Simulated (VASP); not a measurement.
V: single point with PBEsol

V:

```
V
1.0
     2.33166    0.00000    0.00000
    -1.16583    2.01927    0.00000
     0.00000    0.00000    4.24182
V
2
Cartesian
  0.0000 1.3462 1.0605
  1.1658 0.6731 3.1814
```

```json
{
 "Program": "VASP 6.6.1",
 "Task": "single point",
 "Functional": "PBEsol",
 "Potentials or basis": "VASP PAW PBE potentials, release 64 (V_sv)",
 "Cutoff": "520 eV",
 "k mesh": "16 × 16 × 9",
 "Occupations": "fermi-dirac, width 0.05 eV",
 "Spin": "no spin polarisation"
}
```

```yaml
Pressure: 92.2 GPa
Band_gap_on_the_k_mesh: zero (band 13 reaches 16.25 eV, above the bottom of band 14 at 13.53 eV)
```

Stress tensor (GPa, compression positive):
```
92.39  0.00  0.00
 0.00 92.39  0.00
 0.00  0.00 91.68
```

Levels at points of the mesh, in eV from the Fermi level:
| k point | band 11 | band 12 | band 13 | band 14 | band 15 | band 16 |
| --- | --- | --- | --- | --- | --- | --- |
| (0.00, 0.00, 0.00) | -1.17 | 0.22 | 0.22 | 0.72 | 0.72 | 0.73 |
| (0.50, 0.00, 0.00) | -3.83 | -0.73 | 0.46 | 0.49 | 0.61 | 4.38 |

Run time: 35 s on 1 thread of Intel(R) Xeon(R) Platinum 8488C (Sapphire Rapids) (shared host), peak memory 0.16 GiB.

Caveat: the PAW data sets were made with another functional, which shifts forces and pressure a little.
